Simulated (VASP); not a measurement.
Here is a VASP 6.6.1 calculation.

The input INCAR:

```
ALGO = Normal
EDIFF = 1E-6
EDIFFG = -0.005
ENCUT = 600
GGA = PE
IBRION = 2
ISIF = 4
ISMEAR = -1
LASPH = T
LCHARG = F
LREAL = F
LWAVE = F
NELM = 100
NSW = 50
PREC = Accurate
SIGMA = 0.08
```

Contents of KPOINTS:

```
k-points
0
Gamma
  13 13 7
```

POSCAR

```
La
1.0
    3.1495793999      0.0000000000      0.0000000000
   -1.5747896999      2.7276157715      0.0000000000
    0.0000000000      0.0000000000      5.0881795401
La
2
Direct
    0.3333333333      0.6666666667      0.2500000000
    0.6666666667      0.3333333333      0.7500000000
```

Potentials or basis: VASP PAW PBE potentials, release 64 (La).

Launch:

```console
$ cat potpaw_PBE.64/La/POTCAR > POTCAR
$ mpirun -np 1 vasp_std > vasp.out
```

Question: What does it give for the band gap on the k mesh?

Answer: Zero (band 11 reaches 15.43 eV, above the bottom of band 12 at 12.99 eV).

Step by step:
| step | energy change (eV) | largest force (eV/Å) | pressure (GPa) | volume (Å³) |
| --- | --- | --- | --- | --- |
| 1 | 0.0000 | 0.0000 | 29.54 | 43.71 |
| 2 | -0.0238 | 0.0000 | 29.09 | 43.71 |

Caveat: spin-orbit coupling is left out, which moves the levels of the heavy elements.
